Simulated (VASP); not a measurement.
BPtF6:

```
CELL_PARAMETERS angstrom
4.90259 0.00000 0.00000
-2.45130 4.24578 0.00000
-2.45130 1.41526 4.53465
ATOMIC_POSITIONS crystal
B 0.50000 0.50000 0.50000
F 0.24200 0.11800 0.75100
F 0.88200 0.37300 0.75100
F 0.62700 0.75800 0.75100
F 0.75800 0.88200 0.24900
F 0.11800 0.62700 0.24900
F 0.37300 0.24200 0.24900
Pt 0.00000 0.00000 0.00000
```

| Quantity | Value |
| --- | --- |
| Program | VASP 6.6.1 |
| Task | relaxation of cell and atoms |
| Functional | PBE |
| Potentials or basis | VASP PAW PBE potentials, release 64 (B, F, Pt) |
| Cutoff | 600 eV |
| k mesh | 5 × 5 × 5 |
| Occupations | fermi-dirac, width 0.0476 eV |
| Spin | no spin polarisation |

At the start: pressure 10.0 GPa; volume 11.80 Å³/atom.

Task: Where does the relaxation end?

Result: Over 22 steps the energy falls by 504.9 meV/atom and the volume is 10.48 Å³/atom (-11.1 %); space group R-3 (No. 148, to 0.1 Å) before and after.

Step by step:
| step | energy change (eV) | largest force (eV/Å) | pressure (GPa) | volume (Å³) |
| --- | --- | --- | --- | --- |
| 1 | 0.0000 | 3.8145 | 10.04 | 94.39 |
| 2 | -2.0058 | 1.5905 | -18.48 | 104.86 |
| 3 | -2.0054 | 1.6009 | -18.31 | 104.75 |
| 4 | -3.6599 | 1.0063 | -7.19 | 92.46 |
| 5 | -3.6740 | 0.7050 | -8.93 | 93.37 |
| 6 | -4.0043 | 0.0654 | -2.05 | 87.10 |
| 7 | -4.0100 | 0.1494 | -0.76 | 86.27 |
| 8 | -4.0166 | 0.1216 | 0.03 | 85.77 |
| 9 | -4.0173 | 0.1631 | 0.42 | 85.53 |
| 10 | -4.0228 | 0.1467 | 0.23 | 85.44 |
| 11 | -4.0330 | 0.1046 | -0.36 | 85.18 |
| 12 | -4.0216 | 0.1393 | -1.61 | 84.64 |
| 13 | -4.0342 | 0.0982 | -0.66 | 85.06 |
| 14 | -4.0376 | 0.0379 | 0.14 | 84.32 |
| 15 | -4.0376 | 0.0330 | 0.09 | 84.37 |
| 16 | -4.0382 | 0.0238 | -0.02 | 84.37 |
| 17 | -4.0383 | 0.0311 | -0.08 | 84.37 |
| 18 | -4.0387 | 0.0244 | -0.07 | 84.29 |
| 19 | -4.0393 | 0.0124 | -0.06 | 84.04 |
| 20 | -4.0394 | 0.0163 | -0.06 | 83.93 |
| 21 | -4.0393 | 0.0275 | 0.13 | 83.76 |
| 22 | -4.0395 | 0.0026 | 0.01 | 83.87 |

Final structure:
```cif
data_structure
_symmetry_space_group_name_H-M 'P 1'
_symmetry_Int_Tables_number 1
_cell_length_a 4.7693
_cell_length_b 4.7693
_cell_length_c 5.0703
_cell_angle_alpha 61.945
_cell_angle_beta 118.055
_cell_angle_gamma 120.000
_cell_volume 83.87
loop_
_atom_site_label
_atom_site_type_symbol
_atom_site_fract_x
_atom_site_fract_y
_atom_site_fract_z
_atom_site_occupancy
B1 B 0.50000 0.50000 0.50000 1
F1 F 0.28955 0.14750 0.71809 1
F2 F 0.85250 0.42396 0.71809 1
F3 F 0.57604 0.71045 0.71809 1
F4 F 0.71045 0.85250 0.28191 1
F5 F 0.14750 0.57604 0.28191 1
F6 F 0.42396 0.28955 0.28191 1
Pt1 Pt 0.00000 0.00000 0.00000 1
```

Caveat: an odd number of electrons without spin polarisation forces a metal; a magnetic or distorted state may lie lower.
